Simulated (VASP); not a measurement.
A run of VASP 6.6.1 is set up as follows.

Contents of INCAR:

```
ALGO = Normal ; EDIFF = 1E-6
ENCUT = 520 ; GGA = PE
ISIF = 2 ; ISMEAR = 0
ISPIN = 2 ; LASPH = T
LCHARG = T ; LELF = T
LMAXMIX = 6 ; LORBIT = 11
LREAL = F ; LVHAR = T
LWAVE = F ; MAGMOM = 7.56 0
NBANDS = 22 ; NELM = 150
PREC = Accurate ; SIGMA = 0.05
```

Contents of KPOINTS:

```
k-points
0
Gamma
  12 12 12
```

The input POSCAR:

```
GdN
1.0
    0.0000000000      2.4927984072      2.4927984072
    2.4927984072      0.0000000000      2.4927984072
    2.4927984072      2.4927984072      0.0000000000
Gd N
1 1
Direct
    0.5000000000      0.5000000000      0.5000000000
    0.0000000000      0.0000000000      0.0000000000
```

Potentials or basis: VASP PAW PBE potentials, release 64 (Gd, N).

The run is started by

```console
$ cat potpaw_PBE.64/Gd/POTCAR potpaw_PBE.64/N/POTCAR > POTCAR
$ mpirun -np 1 vasp_std > vasp.out
```

(1) What does it give for the net moment?

(2) Estimate the pressure.

(3) What does it give for the site moments?

## Answers

(1) 7.00 μB per cell.

(2) 0.2 GPa.

(3) Gd +6.80; N -0.08 μB.

Caveat: a cell with one magnetic atom can't hold antiferromagnetic order, which such compounds often take.
